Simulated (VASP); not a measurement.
The system is SiC (zincblende type).

```xyz
2
Lattice="0.0000 2.1616 2.1616 2.1616 0.0000 2.1616 2.1616 2.1616 0.0000" Properties=species:S:1:pos:R:3 pbc="T T T"
Si    0.0000    0.0000    0.0000
C     1.0808    1.0808    1.0808
```

| Property | Result |
| --- | --- |
| Program | VASP 6.6.1 |
| Task | relaxation of cell and atoms |
| Functional | PBE |
| Potentials or basis | VASP PAW PBE potentials, release 64 (Si, C) |
| Cutoff | 600 eV |
| k mesh | 15 × 15 × 15 |
| Occupations | fermi-dirac, width 0.05 eV |
| Spin | no spin polarisation |

At the start: pressure 8.7 GPa; volume 10.10 Å³/atom.

**Question.** Where does the relaxation end?

**Answer.** Over 3 steps the energy falls by 10.4 meV/atom and the volume is 10.50 Å³/atom (+3.9 %); space group F-43m (No. 216, to 0.05 Å).

The path:
| step | energy change (eV) | largest force (eV/Å) | pressure (GPa) | volume (Å³) |
| --- | --- | --- | --- | --- |
| 1 | 0.0000 | 0.0000 | 8.73 | 20.20 |
| 2 | 0.0014 | 0.0000 | -7.91 | 21.85 |
| 3 | -0.0207 | 0.0000 | -0.05 | 20.99 |

Final structure:
```
Si C
1.0
     0.00000    2.18947    2.18947
     2.18947    0.00000    2.18947
     2.18947    2.18947    0.00000
Si C
1 1
Direct
  0.00000 0.00000 0.00000
  0.25000 0.25000 0.25000
```
